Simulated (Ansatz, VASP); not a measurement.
## W: VASP beside Ansatz

```
W
1.0
     0.00000    2.23441    2.23441
     2.23441    0.00000    2.23441
     2.23441    2.23441    0.00000
W
2
Direct
  0.87500 0.87500 0.87500
  0.12500 0.12500 0.12500
```

Change from the starting cell: volume scaled by 0.45, LAPW.

Alike in both runs: task single point; functional PBE; k mesh 12 × 12 × 12; occupations fermi-dirac, width 0.1 eV; no spin polarisation.

|  | VASP | Ansatz |
| --- | --- | --- |
| version | VASP 6.6.1 | Ansatz 0.2.0 |
| potentials or method | VASP PAW PBE potentials, release 64 (W_sv), cutoff 520 eV | all-electron LAPW, scalar-relativistic |

|  | VASP | Ansatz | Ansatz less VASP |
| --- | --- | --- | --- |
| pressure (GPa) | 500.4 | 482.0 | -18.39 |

Both programs put the cell under a high pressure, so it lies far from rest at this level. Ansatz ran all-electron here, and VASP with PAW potentials.

Spin-orbit coupling is off throughout. Noted on VASP's run: the cell as given lies far from equilibrium.
